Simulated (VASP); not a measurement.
# BeC (P6_3/mmc) in VASP: further runs, part 2 of 2

VASP 6.6.1. The steps go on from the part before.

## Step 4: Relaxation of cell and atoms, PBE

This run uses another cell than the first one, of 8.21 Å³/atom, 1.153 times its volume.

INCAR reads:

```
PREC     = Accurate       # precision mode
ENCUT    = 600            # plane-wave cutoff, eV
EDIFF    = 1E-7           # SCF threshold, eV
ISMEAR   = 0              # smearing method
SIGMA    = 0.1            # smearing width, eV
LREAL    = F              # projectors in reciprocal space
LASPH    = T              # aspherical terms in the spheres
NELM     = 60             # most SCF steps
ALGO     = Normal         # electronic algorithm
ISIF     = 3              # what is computed and relaxed
LWAVE    = F              # write WAVECAR
LCHARG   = F              # write CHGCAR
GGA      = PE             # functional
IBRION   = 2              # ionic algorithm
NSW      = 90             # ionic steps
EDIFFG   = -0.04          # ionic threshold
```

KPOINTS reads:

```
regular mesh
0
Gamma
  6 6 2
```

POSCAR reads:

```
BeC
1.0
    2.8450359500      0.0000000000      0.0000000000
   -1.4225179800      2.4638734100      0.0000000000
    0.0000000000      0.0000000000      9.3749034500
Be C
4 4
Direct
    0.6666666700      0.3333333300      0.7500000000
    0.0000000000      0.0000000000      0.0000000000
    0.3333333300      0.6666666700      0.2500000000
    0.0000000000      0.0000000000      0.5000000000
    0.3333333300      0.6666666700      0.8750000000
    0.6666666700      0.3333333300      0.1250000000
    0.6666666700      0.3333333300      0.3750000000
    0.3333333300      0.6666666700      0.6250000000
```

Potentials or basis: VASP PAW PBE potentials, release 64 (Be, C).

Command:

```bash
$ cat potpaw_PBE.64/Be/POTCAR potpaw_PBE.64/C/POTCAR > POTCAR
$ mpirun -np 1 vasp_std > vasp.out
```

OUTCAR:

```text
PREC = Accurate
   ENCUT = 600
   EDIFF = 1E-7
   ISMEAR = 0
   LREAL = F
   LASPH = T
   NELM = 60
   ISIF = 3
   GGA = PE
   IBRION = 2
   NSW = 90
   EDIFFG = -0.04

 ion  position               nearest neighbor table
   1  0.667  0.333  0.750-   5 2.02   8 2.02   5 2.02   8 2.02   5 2.02   8 2.02
   2  0.000  0.000  0.000-   5 2.02   6 2.02   6 2.02   5 2.02   6 2.02   5 2.02
   3  0.333  0.667  0.250-   6 2.02   7 2.02   6 2.02   7 2.02   6 2.02   7 2.02
   4  0.000  0.000  0.500-   7 2.02   8 2.02   7 2.02   8 2.02   7 2.02   8 2.02
   5  0.333  0.667  0.875-   1 2.02   1 2.02   2 2.02   2 2.02   2 2.02   1 2.02
   6  0.667  0.333  0.125-   3 2.02   3 2.02   2 2.02   2 2.02   2 2.02   3 2.02
   7  0.667  0.333  0.375-   3 2.02   3 2.02   4 2.02   4 2.02   4 2.02   3 2.02
   8  0.333  0.667  0.625-   1 2.02   1 2.02   4 2.02   4 2.02   4 2.02   1 2.02

  LATTYP: Found a hexagonal cell.
 ALAT       =     2.8450359500
 C/A-ratio  =     3.2951792578

  Lattice vectors:

 A1 = (   2.8450359500,   0.0000000000,   0.0000000000)
 A2 = (  -1.4225179800,   2.4638734100,   0.0000000000)
 A3 = (   0.0000000000,   0.0000000000,   9.3749034500)

Analysis of symmetry for initial positions (statically):
=====================================================================
 Subroutine PRICEL returns:
 Original cell was already a primitive cell.

 Routine SETGRP: Setting up the symmetry group for a
 hexagonal supercell.

 Subroutine GETGRP returns: Found 24 space group operations
 (whereof 12 operations were pure point group operations)
 out of a pool of 24 trial point group operations.

The static configuration has the point symmetry D_3d.
 The point group associated with its full space group is D_6h.

Analysis of symmetry for dynamics (positions and initial velocities):
=====================================================================
 Subroutine PRICEL returns:
 Original cell was already a primitive cell.

 Routine SETGRP: Setting up the symmetry group for a
 hexagonal supercell.

 Subroutine GETGRP returns: Found 24 space group operations
 (whereof 12 operations were pure point group operations)
 out of a pool of 24 trial point group operations.

The dynamic configuration has the point symmetry D_3d.
 The point group associated with its full space group is D_6h.

 Subroutine INISYM returns: Found 24 space group operations
 (whereof 12 operations are pure point group operations),
 and found     1 'primitive' translations

----------------------------------------------------------------------------------------

                                     Primitive cell

  volume of cell :      65.7163

  direct lattice vectors                    reciprocal lattice vectors
     2.845035950  0.000000000  0.000000000     0.351489407  0.202932504  0.000000000
    -1.422517980  2.463873410  0.000000000     0.000000000  0.405865007  0.000000000
     0.000000000  0.000000000  9.374903450     0.000000000  0.000000000  0.106667765

  length of vectors
     2.845035950  2.845035955  9.374903450     0.405865008  0.405865007  0.106667765

  position of ions in fractional coordinates (direct lattice)
     0.666666670  0.333333330  0.750000000
     0.000000000  0.000000000  0.000000000
     0.333333330  0.666666670  0.250000000
     0.000000000  0.000000000  0.500000000
     0.333333330  0.666666670  0.875000000
     0.666666670  0.333333330  0.125000000
     0.666666670  0.333333330  0.375000000
     0.333333330  0.666666670  0.625000000

  ion indices of the primitive-cell ions
   primitive index   ion index
                 1           1
                 2           2
[... 61 lines left out ...]
   ISPIN  =      1    spin polarized calculation?
   LNONCOLLINEAR =      F non collinear calculations
   LSORBIT =      F    spin-orbit coupling
   LASPH  =      T    aspherical Exc in radial PAW
   ENCUT  =  600.0 eV  44.10 Ry    6.64 a.u.   5.68  5.68 18.72*2*pi/ulx,y,z
   NELM   =     60;   NELMIN=  2; NELMDL= -5     # of ELM steps
   EDIFF  = 0.1E-06   stopping-criterion for ELM
   LREAL  =      F    real-space projection
   EDIFFG = -.4E-01   stopping-criterion for IOM
   NSW    =     90    number of steps for IOM
   IBRION =      2    ionic relax: 0-MD 1-quasi-New 2-CG
   NFREE  =      1    steps in history (QN), initial steepest desc. (CG)
   ISIF   =      3    stress and relaxation
   ISYM   =      2    0-nonsym 1-usesym 2-fastsym
   POTIM  = 0.5000    time-step for ionic-motion
   TEBEG  =    0.0;   TEEND  =   0.0 temperature during run
   PSTRESS=    0.0 pullay stress
   NELECT =      24.0000    total number of electrons
   NUPDOWN=      -1.0000    fix difference up-down
   EMIN   =  10.00;   EMAX   =-10.00  energy-range for DOS
   EFERMI =   0.00;   METHOD = LEGACY
   ISMEAR =     0;   SIGMA  =   0.10  broadening in eV -4-tet -1-fermi 0-gaus
   EFERMI_NEDOS =   21; number of points for ismear=-14 and -15
   IALGO  =     38    algorithm
   IMIX   =      4    mixing-type and parameters
     AMIX     =   0.40;   BMIX     =  1.00
     AMIX_MAG =   1.60;   BMIX_MAG =  1.00
  volume/ion in A,a.u.               =       8.21        55.43
  Fermi-wavevector in a.u.,A,eV,Ry     =   1.170184  2.211328 18.630883  1.369331
  Thomas-Fermi vector in A             =   2.306646
   LORBIT       =      0    0 simple, 1 ext, 2 COOP (PROOUT), +10 PAW based schemes
   GGA     = PE    functional components
   LHFCALC =     F    Hartree Fock is set to
   AEXX    =    0.0000 exact exchange contribution
   IVDW    =     0    specifies the selected vdW correction
   LEPSILON=     F    determine dielectric tensor
   LRPA    =     F    only Hartree local field effects (RPA)
 conjugate gradient relaxation of ions
 non-spin polarized calculation
 Gauss-broadening in eV      SIGMA  =   0.10
  energy-cutoff  :      600.00
  volume of cell :       65.72
 maximum number of plane-waves:      2222
 NGX is ok and might be reduce to    24
   NGX = 11   NGY = 11   NGZ = 37

--------------------------------------- Ionic step        1  -------------------------------------------

 number of electron      23.9999999 magnetization

 Free energy of the ion-electron system (eV)
  ---------------------------------------------------
  ext. energy  EPLUGINS =         0.00000000
  ---------------------------------------------------
  free energy    TOTEN  =       -41.97682594 eV

  energy without entropy =      -41.96546097  energy(sigma->0) =      -41.97114345

------------------------ aborting loop because EDIFF is reached ----------------------------------------

  FORCE on cell =-STRESS in cart. coord.  units (eV):
  Direction    XX          YY          ZZ          XY          YZ          ZX
  --------------------------------------------------------------------------------------
  -------------------------------------------------------------------------------------
  Total       -3.9839984     -3.9839984    -16.1357540      0.0000000      0.0000000      0.0000000
  in kB      -97.1307601    -97.1307603   -393.3932408      0.0000002      0.0000000      0.0000000
  external PRESSURE =    -195.8849204 kB  Pullay stress =       0.0000000 kB
[... 107 lines left out ...]
  FREE ENERGIE OF THE ION-ELECTRON SYSTEM (eV)
  ---------------------------------------------------
  free  energy   TOTEN  =       -33.2436602013 eV

  energy  without entropy=      -33.2409888528  energy(sigma->0) =      -33.24232453

 E-fermi :  10.1723     XC(G=0): -12.7638

 val. band max:       10.1117955775   @ k =   0.1667  -0.0000   0.0000
 cond. band min:      10.3132222328   @ k =   0.3333  -0.0000   0.0000
 fundamental gap:      0.2014266552
 Fermi energy:        10.1722612567

 k-point     1 :       0.0000    0.0000    0.0000
  band No.  band energies     occupation
      1      -8.9439      2.00000
      2      -7.9845      2.00000
      3      -4.1866      2.00000
      4       0.8615      2.00000
      5       1.3683      2.00000
      6       7.6132      2.00000
[... 257 lines left out ...]
      4       0.5135      2.00000
      5       0.6602      2.00000
      6       0.6602      2.00000
[... 9 lines left out ...]
     16      19.5626      0.00000
     17      20.4344      0.00000

[... ionic steps 4 to 20 ...]

--------------------------------------- Ionic step       21  -------------------------------------------

 number of electron      24.0000001 magnetization

------------------------ aborting loop because EDIFF is reached ----------------------------------------
[... 79 lines left out ...]
--------------------------------------- Ionic step       23  -------------------------------------------

 number of electron      24.0000001 magnetization

 Free energy of the ion-electron system (eV)
  ---------------------------------------------------
  ext. energy  EPLUGINS =         0.00000000
  ---------------------------------------------------
  free energy    TOTEN  =       -48.72308054 eV

  energy without entropy =      -48.70594028  energy(sigma->0) =      -48.71451041

 E-fermi :   7.4459     XC(G=0): -11.4893

 val. band max:        6.9702944661   @ k =   0.1667   0.1667   0.0000
 cond. band min:       7.4763844553   @ k =   0.3333   0.1667   0.5000
 fundamental gap:      0.5060899892
 Fermi energy:         7.4459274359

 k-point     1 :       0.0000    0.0000    0.0000
  band No.  band energies     occupation
      1     -10.1634      2.00000
      2      -9.7318      2.00000
      3      -4.8079      2.00000
      4      -1.7080      2.00000
      5      -0.5476      2.00000
      6       3.8921      2.00000
[... 304 lines left out ...]
  FREE ENERGIE OF THE ION-ELECTRON SYSTEM (eV)
  ---------------------------------------------------
  free  energy   TOTEN  =       -48.7230805398 eV

  energy  without entropy=      -48.7059402820  energy(sigma->0) =      -48.71451041

 reached required accuracy - stopping structural energy minimisation
```

It took 4.2 min on 1 thread of Intel Xeon Platinum 8124M at 3.00GHz (Skylake/Cascade Lake), shared host; peak memory 0.21 GiB.

What came out:

- Free energy: -48.7231 eV
- Relaxed volume: 7.13 Å³/atom
- Relaxed cell: a = 2.903 Å, b = 2.903 Å, c = 7.812 Å, α = 90.00°, β = 90.00°, γ = 120.00°
- Space group after relaxing (to 0.05 Å): P6_3/mmc (No. 194)
- Energy gained by relaxing: 843.3 meV/atom
- Ionic steps: 23
- Pressure after relaxing: 0.0 GPa
- Band gap on the k mesh: zero (band 12 reaches 10.87 eV, above the bottom of band 13 at 4.96 eV)

Forces on the atoms (eV/Å):
```
Be   0.000  0.000  0.000
Be   0.000  0.000  0.000
Be   0.000  0.000  0.000
Be   0.000  0.000  0.000
C    0.000  0.000  0.002
C    0.000  0.000 -0.002
C    0.000  0.000  0.002
C    0.000  0.000 -0.002
```

Stress tensor (GPa, compression positive):
```
-0.25  0.00  0.00
 0.00 -0.25  0.00
 0.00  0.00  0.45
```

Step by step:
```csv
step,energy change (eV),largest force (eV/Å),pressure (GPa),volume (Å³)
1,0.0000,1.5198,-19.59,65.72
2,-2.3332,3.7813,-4.13,56.51
3,8.7332,23.3751,270.40,34.64
4,-1.8460,4.0825,6.69,53.83
5,-2.8321,5.5251,36.27,47.37
6,-1.9326,3.4722,99.52,40.79
7,-2.8210,5.8324,47.56,45.75
8,-3.3178,5.3895,54.50,44.87
9,-3.5467,1.7600,79.06,42.95
10,-3.6406,3.8203,67.12,43.73
11,-3.6484,3.4117,69.72,43.54
12,-4.1299,2.9226,62.67,44.38
13,-5.2700,1.4242,44.95,46.99
14,-6.2456,2.6070,22.69,52.50
15,-6.6058,0.2758,9.51,54.43
16,-6.6698,1.0734,1.09,55.96
17,-6.6707,0.9640,1.81,55.82
18,-6.7046,0.7383,0.75,56.27
19,-6.7425,0.1307,-1.66,57.46
20,-6.7425,0.1136,-1.72,57.49
21,-6.7447,0.0054,-0.84,57.28
22,-6.7453,0.0979,-0.15,57.11
23,-6.7463,0.0023,-0.02,57.00
```

Final structure:
```
Be C
1.0
     2.90267    0.00000    0.00000
    -1.45133    2.51378    0.00000
     0.00000    0.00000    7.81178
Be C
4 4
Cartesian
  1.4513 0.8379 5.8588
  0.0000 0.0000 7.8118
  0.0000 1.6759 1.9529
  0.0000 0.0000 3.9059
  0.0000 1.6759 6.5664
  1.4513 0.8379 1.2453
  1.4513 0.8379 2.6606
  0.0000 1.6759 5.1512
```

Caveat: the k points lie up to 0.42 Å⁻¹ apart in the final cell.

## Step 5: Single point, PBE, collinear spin, ferromagnetic start

INCAR reads:

```
SYSTEM = BeC
  ALGO = Normal
  EDIFF = 1E-6
  ENCUT = 520
  GGA = PE
  ISIF = 2
  ISMEAR = 0
  ISPIN = 2
  LASPH = .True.
  LCHARG = .True.
  LELF = .True.
  LORBIT = 11
  LREAL = .False.
  LVHAR = .True.
  LWAVE = .False.
  MAGMOM = 0 0 0 0 1 1 1 1
  NBANDS = 26
  NELM = 150
  PREC = Accurate
  SIGMA = 0.1
```

KPOINTS reads:

```
k-points
0
Gamma
  6 6 2
  0 0 0
```

POSCAR reads:

```
BeC
1.0
    2.9007271542      0.0000000000      0.0000000000
   -1.4503635771      2.5121034050      0.0000000000
    0.0000000000      0.0000000000      7.8206104985
Be C
4 4
Direct
    0.6666666667      0.3333333333      0.7500000000
    0.0000000000      0.0000000000      0.0000000000
    0.3333333333      0.6666666667      0.2500000000
    0.0000000000      0.0000000000      0.5000000000
    0.3333333333      0.6666666667      0.8403988532
    0.6666666667      0.3333333333      0.1596011468
    0.6666666667      0.3333333333      0.3403988532
    0.3333333333      0.6666666667      0.6596011468
```

Command:

```bash
$ cat potpaw_PBE.64/Be/POTCAR potpaw_PBE.64/C/POTCAR > POTCAR
$ mpirun -np 1 vasp_std > vasp.out
```

Run time: 41 s. Hardware: 1 thread of Intel Xeon Platinum 8124M at 3.00GHz (Skylake/Cascade Lake), shared host; peak memory 0.21 GiB.

It converged, with:

```
Free energy                                           : -48.7034 eV
Pressure                                              : 0.4 GPa
Largest force                                         : 0.086 eV/Å
Band gap on the k mesh                                : zero (filled and empty bands overlap)
Net moment                                            : 0.00 μB per cell
Valence electrons inside the program's atomic spheres : Be 1.35, 0.86; C 2.51
```

Forces on the atoms (eV/Å):
```
Be   0.000  0.000  0.000
Be   0.000  0.000  0.000
Be   0.000  0.000  0.000
Be   0.000  0.000  0.000
C    0.000  0.000  0.086
C    0.000  0.000 -0.086
C    0.000  0.000  0.086
C    0.000  0.000 -0.086
```

Stress tensor (GPa, compression positive):
```
0.32 0.00 0.00
0.00 0.32 0.00
0.00 0.00 0.50
```

Levels at points of the mesh, in eV from the Fermi level:
Spin up:
| k point | band 10 | band 11 | band 12 | band 13 | band 14 | band 15 |
| --- | --- | --- | --- | --- | --- | --- |
| (0.00, 0.00, 0.00) | -2.71 | 3.44 | 3.44 | 3.44 | 3.44 | 5.38 |
| (0.50, 0.00, 0.00) | -4.13 | -3.46 | -2.89 | 0.44 | 2.95 | 4.80 |
| (0.00, 0.00, 0.50) | -2.78 | 3.41 | 3.41 | 3.41 | 3.41 | 6.65 |
| (0.50, 0.00, 0.50) | -4.88 | -2.55 | -2.55 | 1.52 | 1.52 | 5.15 |
Spin down:
| k point | band 9 | band 10 | band 11 | band 12 | band 13 | band 14 | band 15 | band 16 |
| --- | --- | --- | --- | --- | --- | --- | --- | --- |
| (0.00, 0.00, 0.00) | -2.71 | -2.71 | 3.44 | 3.44 | 3.44 | 3.44 | 5.38 | 6.03 |
| (0.50, 0.00, 0.00) | -4.56 | -4.13 | -3.46 | -2.89 | 0.44 | 2.95 | 4.80 | 5.59 |
| (0.00, 0.00, 0.50) | -2.77 | -2.77 | 3.41 | 3.41 | 3.41 | 3.41 | 6.65 | 6.65 |
| (0.50, 0.00, 0.50) | -4.88 | -4.88 | -2.55 | -2.55 | 1.53 | 1.53 | 5.15 | 5.15 |

Caveat: the k points lie up to 0.42 Å⁻¹ apart.

## Step 6: The runs side by side

```csv
task,spin,cell,cutoff (eV),gap on the mesh (eV),pressure (GPa),largest force (eV/Å)
single point,off,"a = 2.901, b = 2.901, c = 7.821 Å, angles 90.0, 90.0, 120.0°, 8 atoms",520,none,0.4,0.09
single point,off,"a = 2.845, b = 2.845, c = 9.375 Å, angles 90.0, 90.0, 120.0°, 8 atoms",520,none,-19.5,1.52
relaxation of cell and atoms,off,"relaxed from a = 2.845, b = 2.845, c = 9.375 Å, angles 90.0, 90.0, 120.0°, 8 atoms",600,none,0.0,-
single point,"collinear, ferromagnetic start","a = 2.901, b = 2.901, c = 7.821 Å, angles 90.0, 90.0, 120.0°, 8 atoms",520,none,0.4,0.09
```

Alike in all rows: level PBE; potentials or basis VASP PAW PBE potentials, release 64 (Be, C); k mesh 6 × 6 × 2; smearing gaussian 0.1 eV.

Caveats: all runs use coarse meshes; forces of over 1 eV/Å act on the atoms, so gaps and moduli don't describe the material at rest (some runs).

Total energies depend on the potentials used, so only differences within one code and one set of settings carry meaning.
